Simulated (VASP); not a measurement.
# Nb20H (a cell with a defect) in VASP: single point with r2SCAN

Aim: the single point of Nb20H (a cell with a defect) with r2SCAN.

Everything below comes from runs of VASP 6.6.1. Logs are shortened: lines on timing, memory, paths and dates and some standing lists are left out, and cuts for length are marked.

**1. The cell of the first run**

The cell holds a defect, 21 atoms: a = 7.202 Å, b = 7.202 Å, c = 7.202 Å, α = 80.92°, β = 80.92°, γ = 80.92°.

**2. Single point, r2SCAN**

File POSCAR:

```
Nb20H
1.0
    1.6522847899     -4.9568543698      4.9568543698
   -4.9568543698      1.6522847899      4.9568543698
   -4.9568543698     -4.9568543698     -1.6522847899
Nb H
20 1
Direct
    0.3019481285      0.3019481285      0.8005265243
    0.1107800853      0.1107800853      0.5916368086
    0.8987706351      0.3980860648      0.9014358839
    0.7007874835      0.1983707663      0.7013890747
    0.5027750089      0.0008588108      0.4992798487
    0.3980860648      0.8987706351      0.9014358839
    0.1983707663      0.7007874835      0.7013890747
    0.0008588108      0.5027750089      0.4992798487
    0.7879719694      0.7879719694      0.8020527745
    0.5964139209      0.5964139209      0.5987835184
    0.4024627316      0.4024627316      0.4004402292
    0.2043441010      0.2043441010      0.2000804595
    0.0012980813      0.0012980813      0.0088597317
    0.8018414308      0.3003124238      0.3008997922
    0.6002270347      0.0984439856      0.1011674870
    0.3003124238      0.8018414308      0.3008997922
    0.0984439856      0.6002270347      0.1011674870
    0.8998691745      0.8998691745      0.4011602019
    0.6976074022      0.6976074022      0.2007442071
    0.4975631653      0.4975631653     -0.0003744512
   -0.0397953188      0.9602046570      0.7655544962
```

File INCAR.step1:

```
SYSTEM = Nb20H
ALGO = Normal
EDIFF = 1E-4
ENCUT = 520
GGA = PE
ISMEAR = 0
LASPH = .True.
LCHARG = .False.
LREAL = Auto
LWAVE = .True.
NBANDS = 146
NELM = 60
PREC = Accurate
SIGMA = 0.1
```

File INCAR.step2:

```
SYSTEM = Nb20H
ALGO = Normal
EDIFF = 1E-7
ENCUT = 520
ISIF = 2
ISMEAR = 0
ISTART = 1
LASPH = .True.
LCHARG = .False.
LMIXTAU = .True.
LREAL = Auto
LWAVE = .False.
METAGGA = R2SCAN
NBANDS = 146
NELM = 60
PREC = Accurate
SIGMA = 0.1
```

File KPOINTS:

```
k-points
0
Gamma
  3 3 3
  0 0 0
```

Potentials or basis: VASP PAW PBE potentials, release 64 (Nb_sv, H).

Launch:

```sh
cat potpaw_PBE.64/Nb_sv/POTCAR potpaw_PBE.64/H/POTCAR > POTCAR
cp INCAR.step1 INCAR
mpirun -np 1 vasp_std > vasp.out
cp INCAR.step2 INCAR
mpirun -np 1 vasp_std > vasp.out
```

OUTCAR:

```text
SYSTEM = Nb20H
   EDIFF = 1E-7
   ENCUT = 520
   ISIF = 2
   ISMEAR = 0
   ISTART = 1
   LASPH = .True.
   LREAL = Auto
   METAGGA = R2SCAN
   NELM = 60
   PREC = Accurate

 ion  position               nearest neighbor table
   1  0.302  0.302  0.801-  20 2.82   2 2.82  12 2.85   4 2.86   7 2.86  11 2.86   3 2.88   6 2.88

   2  0.111  0.111  0.592-  21 1.85  12 2.79   5 2.81   8 2.81   1 2.82  18 2.92   4 2.93   7 2.93
                            13 3.00
   3  0.899  0.398  0.901-   9 2.81  13 2.85   4 2.85  14 2.85  20 2.87  17 2.87   1 2.88   8 2.88

   4  0.701  0.198  0.701-   5 2.85   3 2.85  10 2.86   1 2.86  15 2.86  14 2.87   9 2.92   2 2.93

   5  0.503  0.001  0.499-   2 2.81  18 2.84  15 2.84   4 2.85  16 2.86  11 2.87   6 2.88  10 2.89

   6  0.398  0.899  0.901-   9 2.81  13 2.85   7 2.85  16 2.85  20 2.87  15 2.87   1 2.88   5 2.88

   7  0.198  0.701  0.701-   8 2.85   6 2.85  10 2.86   1 2.86  17 2.86  16 2.87   9 2.92   2 2.93

   8  0.001  0.503  0.499-   2 2.81  18 2.84  17 2.84   7 2.85  14 2.86  11 2.87   3 2.88  10 2.89

   9  0.788  0.788  0.802-  21 1.85  10 2.80   3 2.81   6 2.81  19 2.84  18 2.89   4 2.92   7 2.92
                            13 3.02
  10  0.596  0.596  0.599-  11 2.80   9 2.80  19 2.85   7 2.86   4 2.86  20 2.87   5 2.89   8 2.89
[... 9 lines left out ...]
  15  0.600  0.098  0.101-  12 2.84   5 2.84  13 2.86  20 2.86   4 2.86  19 2.86   6 2.87  14 2.88

  16  0.300  0.802  0.301-  19 2.85   6 2.85  11 2.86   5 2.86  18 2.86   7 2.87  12 2.88  17 2.88

  17  0.098  0.600  0.101-  12 2.84   8 2.84  13 2.86  20 2.86   7 2.86  19 2.86   3 2.87  16 2.88

  18  0.900  0.900  0.401-  13 2.81   8 2.84   5 2.84  14 2.86  16 2.86  19 2.89   9 2.89   2 2.92

  19  0.698  0.698  0.201-   9 2.84  14 2.85  16 2.85  10 2.85  15 2.86  17 2.86  20 2.87  18 2.89

  20  0.498  0.498  1.000-   1 2.82  11 2.86  15 2.86  17 2.86  10 2.87  19 2.87   6 2.87   3 2.87

  21  0.960  0.960  0.766-   9 1.85   2 1.85  13 1.90

  LATTYP: Found a trigonal (rhomboedric) cell.
 ALAT       =     7.2021424253
 COS(alpha) =     0.1578947368

  Lattice vectors:

 A1 = (   1.6522847899,  -4.9568543698,   4.9568543698)
 A2 = (  -4.9568543698,   1.6522847899,   4.9568543698)
 A3 = (  -4.9568543698,  -4.9568543698,  -1.6522847899)

Analysis of symmetry for initial positions (statically):
=====================================================================
 Subroutine PRICEL returns:
 Original cell was already a primitive cell.

 Routine SETGRP: Setting up the symmetry group for a
 trigonal (rhombohedral) supercell.

 Subroutine GETGRP returns: Found  2 space group operations
 (whereof  2 operations were pure point group operations)
 out of a pool of 12 trial point group operations.

The static configuration has the point symmetry C_1h.

Analysis of symmetry for dynamics (positions and initial velocities):
=====================================================================
 Subroutine PRICEL returns:
 Original cell was already a primitive cell.

 Routine SETGRP: Setting up the symmetry group for a
 trigonal (rhombohedral) supercell.

 Subroutine GETGRP returns: Found  2 space group operations
 (whereof  2 operations were pure point group operations)
 out of a pool of 12 trial point group operations.

The dynamic configuration has the point symmetry C_1h.

 Subroutine INISYM returns: Found  2 space group operations
 (whereof  2 operations are pure point group operations),
 and found     1 'primitive' translations

----------------------------------------------------------------------------------------

                                     Primitive cell

  volume of cell :     360.8649

  direct lattice vectors                    reciprocal lattice vectors
     1.652284790 -4.956854370  4.956854370     0.060522254 -0.090783381  0.090783381
    -4.956854370  1.652284790  4.956854370    -0.090783381  0.060522254  0.090783381
    -4.956854370 -4.956854370 -1.652284790    -0.090783381 -0.090783381 -0.060522254

  length of vectors
     7.202142425  7.202142425  7.202142425     0.141937267  0.141937267  0.141937267

  position of ions in fractional coordinates (direct lattice)
     0.301948129  0.301948129  0.800526524
     0.110780085  0.110780085  0.591636809
     0.898770635  0.398086065  0.901435884
     0.700787484  0.198370766  0.701389075
     0.502775009  0.000858811  0.499279849
     0.398086065  0.898770635  0.901435884
[... 13 lines left out ...]
     0.497563165  0.497563165  0.999625549
     0.960204681  0.960204657  0.765554496

  ion indices of the primitive-cell ions
   primitive index   ion index
                 1           1
                 2           2
                 3           3
                 4           4
                 5           5
                 6           6
[... 13 lines left out ...]
                20          20
                21          21

----------------------------------------------------------------------------------------

 KPOINTS: k-points

Automatic generation of k-mesh.
 Grid dimensions read from file:
 generate k-points for:    3    3    3

 Generating k-lattice:

  Cartesian coordinates                     Fractional coordinates (reciprocal lattice)
     0.020174085 -0.030261127  0.030261127     0.333333333  0.000000000  0.000000000
    -0.030261127  0.020174085  0.030261127     0.000000000  0.333333333  0.000000000
    -0.030261127 -0.030261127 -0.020174085     0.000000000  0.000000000  0.333333333

  Length of vectors
     0.047312422  0.047312422  0.047312422

  Shift w.r.t. Gamma in fractional coordinates (k-lattice)
     0.000000000  0.000000000  0.000000000

 Subroutine IBZKPT returns following result:
 ===========================================

 Found     10 irreducible k-points:

 Following reciprocal coordinates:
            Coordinates               Weight
  0.000000  0.000000  0.000000      1.000000
  0.333333  0.000000  0.000000      4.000000
  0.000000  0.000000  0.333333      2.000000
  0.333333  0.333333 -0.000000      2.000000
 -0.333333 -0.000000 -0.333333      4.000000
 -0.333333  0.333333  0.000000      2.000000
  0.333333  0.000000 -0.333333      4.000000
  0.333333  0.333333  0.333333      2.000000
 -0.333333  0.333333  0.333333      4.000000
  0.333333  0.333333 -0.333333      2.000000
   k-points           NKPTS =     10   k-points in BZ     NKDIM =     10   number of bands    NBANDS=    146
   number of dos      NEDOS =    301   number of ions     NIONS =     21
   total plane-waves  NPLWV = 157464
   dimension x,y,z NGX =    54 NGY =   54 NGZ =   54
   dimension x,y,z NGXF=   108 NGYF=  108 NGZF=  108
   ions per type =              20   1
   NGX,Y,Z   is equivalent  to a cutoff of  12.46, 12.46, 12.46 a.u.
   NGXF,Y,Z  is equivalent  to a cutoff of  24.93, 24.93, 24.93 a.u.
 SYSTEM =  Nb20H
   PREC   = accura    normal or accurate (medium, high low for compatibility)
   ISTART =      1    job   : 0-new  1-cont  2-samecut
   ICHARG =      0    charge: 1-file 2-atom 10-const
   ISPIN  =      1    spin polarized calculation?
   LNONCOLLINEAR =      F non collinear calculations
   LSORBIT =      F    spin-orbit coupling
   LASPH  =      T    aspherical Exc in radial PAW
   ENCUT  =  520.0 eV  38.22 Ry    6.18 a.u.  13.39 13.39 13.39*2*pi/ulx,y,z
   NELM   =     60;   NELMIN=  2; NELMDL=  0     # of ELM steps
   EDIFF  = 0.1E-06   stopping-criterion for ELM
   LREAL  =      T    real-space projection
   EDIFFG = 0.1E-05   stopping-criterion for IOM
   NSW    =      0    number of steps for IOM
   IBRION =     -1    ionic relax: 0-MD 1-quasi-New 2-CG
   NFREE  =      0    steps in history (QN), initial steepest desc. (CG)
   ISIF   =      2    stress and relaxation
   ISYM   =      2    0-nonsym 1-usesym 2-fastsym
   POTIM  = 0.5000    time-step for ionic-motion
   TEBEG  =    0.0;   TEEND  =   0.0 temperature during run
   PSTRESS=    0.0 pullay stress
   NELECT =     261.0000    total number of electrons
   NUPDOWN=      -1.0000    fix difference up-down
   EMIN   =  10.00;   EMAX   =-10.00  energy-range for DOS
   EFERMI =   0.00;   METHOD = LEGACY
   ISMEAR =     0;   SIGMA  =   0.10  broadening in eV -4-tet -1-fermi 0-gaus
   EFERMI_NEDOS =   21; number of points for ismear=-14 and -15
   IALGO  =     38    algorithm
   IMIX   =      4    mixing-type and parameters
     AMIX     =   0.40;   BMIX     =  1.00
     AMIX_MAG =   1.60;   BMIX_MAG =  1.00
  volume/ion in A,a.u.               =      17.18       115.96
  Fermi-wavevector in a.u.,A,eV,Ry     =   1.469513  2.776977 29.381352  2.159468
  Thomas-Fermi vector in A             =   2.584881
   LORBIT       =      0    0 simple, 1 ext, 2 COOP (PROOUT), +10 PAW based schemes
   METAGGA = R2SCAN    functional components
   LHFCALC =     F    Hartree Fock is set to
   AEXX    =    0.0000 exact exchange contribution
   IVDW    =     0    specifies the selected vdW correction
   LEPSILON=     F    determine dielectric tensor
   LRPA    =     F    only Hartree local field effects (RPA)
 non-spin polarized calculation
 Gauss-broadening in eV      SIGMA  =   0.10
  energy-cutoff  :      520.00
  volume of cell :      360.86
 maximum number of plane-waves:      9727
 NGX is ok and might be reduce to    54
   NGX = 27   NGY = 27   NGZ = 27

 number of electron     260.9999998 magnetization

 Free energy of the ion-electron system (eV)
  ---------------------------------------------------
  ext. energy  EPLUGINS =         0.00000000
  ---------------------------------------------------
  free energy    TOTEN  =      -500.81511405 eV

  energy without entropy =     -500.70944893  energy(sigma->0) =     -500.76228149

 E-fermi :  11.2062     XC(G=0): -13.6427

 val. band max:       11.2049299583   @ k =  -0.3333   0.3333   0.3333
 cond. band min:      11.2177850274   @ k =   0.3333   0.3333  -0.3333
 fundamental gap:      0.0128550691
 Fermi energy:        11.2062059923

 k-point     1 :       0.0000    0.0000    0.0000
  band No.  band energies     occupation
      1     -45.0013      2.00000
      2     -44.8407      2.00000
      3     -44.8388      2.00000
      4     -44.8098      2.00000
      5     -44.8067      2.00000
      6     -44.7883      2.00000
[... 1439 lines left out ...]
    141      12.8101      0.00000
    142      12.8506      0.00000
 [bands above 142 left out]

------------------------ aborting loop because EDIFF is reached ----------------------------------------

  FORCE on cell =-STRESS in cart. coord.  units (eV):
  Direction    XX          YY          ZZ          XY          YZ          ZX
  --------------------------------------------------------------------------------------
  -------------------------------------------------------------------------------------
  Total        0.5835397      0.5835397      3.7107617      1.3881320      0.0069860      0.0069858
  in kB        2.5908144      2.5908144     16.4751338      6.1630636      0.0310166      0.0310158
  external PRESSURE =       7.2189209 kB  Pullay stress =       0.0000000 kB

 VOLUME and BASIS-vectors are now :
 -----------------------------------------------------------------------------
  energy-cutoff  :      520.00
  volume of cell :      360.86
      direct lattice vectors                 reciprocal lattice vectors
     1.652284790 -4.956854370  4.956854370     0.060522254 -0.090783381  0.090783381
    -4.956854370  1.652284790  4.956854370    -0.090783381  0.060522254  0.090783381
    -4.956854370 -4.956854370 -1.652284790    -0.090783381 -0.090783381 -0.060522254

 POSITION                                       TOTAL-FORCE (eV/Angst)
 -----------------------------------------------------------------------------------
     -4.96590     -4.96590      1.67073        -0.002243     -0.002243      0.003566
     -3.29874     -3.29874      0.12069        -0.010300     -0.010300      0.029767
     -4.95652     -8.26561      4.93890         0.008694     -0.005958     -0.018487
     -3.30208     -6.62262      3.29810         0.009298      0.004736      0.006330
     -1.64839     -4.96562      1.67149        -0.004183     -0.010519      0.016685
     -8.26561     -4.95652      4.93890        -0.005958      0.008694     -0.018487
[... 13 lines left out ...]
     -6.59923     -6.59923      3.28103         0.011783      0.011783     -0.015750
     -6.96781     -6.96781      8.25428         0.003324      0.003324     -0.004726
 -----------------------------------------------------------------------------------
    total drift:                                0.000705      0.000714     -0.001088

  FREE ENERGIE OF THE ION-ELECTRON SYSTEM (eV)
  ---------------------------------------------------
  free  energy   TOTEN  =      -500.8151140487 eV

  energy  without entropy=     -500.7094489316  energy(sigma->0) =     -500.76228149
```

It took 1.6 h on 1 thread of Oxide Virtual Turin-like, shared host; peak memory 0.61 GiB.

What came out:

| Property | Result |
| --- | --- |
| Free energy | -500.8151 eV |
| Pressure | 0.7 GPa |
| Largest force | 0.033 eV/Å |
| Band gap on the k mesh | zero (an odd number of electrons rules out a gap without spin polarisation) |

Forces on the atoms (eV/Å):
```
Nb  -0.002 -0.002  0.004
Nb  -0.010 -0.010  0.030
Nb   0.009 -0.006 -0.018
Nb   0.009  0.005  0.006
Nb  -0.004 -0.011  0.017
Nb  -0.006  0.009 -0.018
Nb   0.005  0.009  0.006
Nb  -0.011 -0.004  0.017
Nb   0.007  0.007 -0.017
Nb  -0.004 -0.004  0.014
Nb  -0.017 -0.017  0.019
Nb  -0.007 -0.007 -0.011
Nb  -0.003 -0.003 -0.008
Nb   0.010 -0.003 -0.003
Nb  -0.001  0.000 -0.007
Nb  -0.003  0.010 -0.003
Nb   0.000 -0.001 -0.007
Nb   0.003  0.003  0.010
Nb   0.012  0.012 -0.006
Nb   0.012  0.012 -0.016
H    0.003  0.003 -0.005
```

Caveat: the PAW data sets were made with another functional, which shifts forces and pressure a little.
